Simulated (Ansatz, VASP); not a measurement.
## One calculation of BaTiO3, two programs

File INCAR:

```
SYSTEM = BaTiO3
PREC = Accurate
ENCUT = 520
EDIFF = 1E-7
ISMEAR = -1
SIGMA = 0.03
LREAL = .False.
LASPH = .True.
NELM = 80
ALGO = Normal
ISIF = 2
LWAVE = .False.
LCHARG = .False.
GGA = PS
NBANDS = 28
```

KPOINTS

```
regular mesh
0
Gamma
  7 7 7
  0 0 0
```

File POSCAR:

```
BaTiO3
1.0
    3.9198040000      0.0000000000      0.0000000000
    0.0000000000      3.9198040000      0.0000000000
    0.0000000000      0.0000000000      4.0180000000
Ba Ti O
1 1 3
Direct
    0.0000000000      0.0000000000      0.0000000000
    0.5000000000      0.5000000000      0.5000000000
    0.5000000000      0.5000000000      0.0000000000
    0.5000000000      0.0000000000      0.5000000000
    0.0000000000      0.5000000000      0.5000000000
```

Input for Ansatz:

```yaml
crystal:
  lattice:
    - [3.919804, 0.0, 0.0]
    - [0.0, 3.919804, 0.0]
    - [0.0, 0.0, 4.018]
  atoms:
    - { symbol: Ba, position: [0.0, 0.0, 0.0] }
    - { symbol: Ti, position: [0.5, 0.5, 0.5] }
    - { symbol: O, position: [0.5, 0.5, 0.0] }
    - { symbol: O, position: [0.5, 0.0, 0.5] }
    - { symbol: O, position: [0.0, 0.5, 0.5] }
kpoints:
  mp_grid: { grid: [7, 7, 7] }
  band_path:
    path:
      - [0.0, 0.0, 0.0]
      - [0.0, 0.5, 0.0]
      - [0.5, 0.5, 0.0]
      - [0.0, 0.0, 0.0]
      - [0.0, 0.0, 0.5]
      - [0.0, 0.5, 0.5]
      - [0.5, 0.5, 0.5]
      - [0.0, 0.0, 0.5]
      - [0.0, 0.5, 0.0]
    npoints: 5
scf:
  occupations: { method: fermi_dirac, width: 0.03 }
hamiltonian:
  xc: pbesol
  pseudopotentials: { kind: all_electron, lapw: { basis_error: 0.001 } }
output:
  forces: true
  stress: true
  eigenvalues: true
```

Change from the starting cell: equal xx and yy strain of -2 %.

Alike in both runs: task single point; functional PBEsol; k mesh 7 × 7 × 7; occupations fermi-dirac, width 0.03 eV; no spin polarisation.

```csv
,VASP,Ansatz
version,VASP 6.6.1,Ansatz 0.2.0
potentials or method,"VASP PAW PBE potentials, release 64 (Ba_sv, Ti_sv, O), cutoff 520 eV","all-electron LAPW, scalar-relativistic"
```

Ansatz gave:

```
gap on the k mesh at the Fermi level (eV)                     : 1.87
pressure (GPa)                                                : 2.6
traceless stress, the component that is largest in VASP (GPa) : -3.55
```

Problem. What did VASP give for the same quantities?

Solution. gap on the k mesh at the Fermi level (eV): 1.81; pressure (GPa): 4.7; traceless stress, the component that is largest in VASP (GPa): -3.67.

VASP's potentials were made for PBE, not for PBEsol. Ansatz ran all-electron here, and VASP with PAW potentials.

Spin-orbit coupling is off throughout.
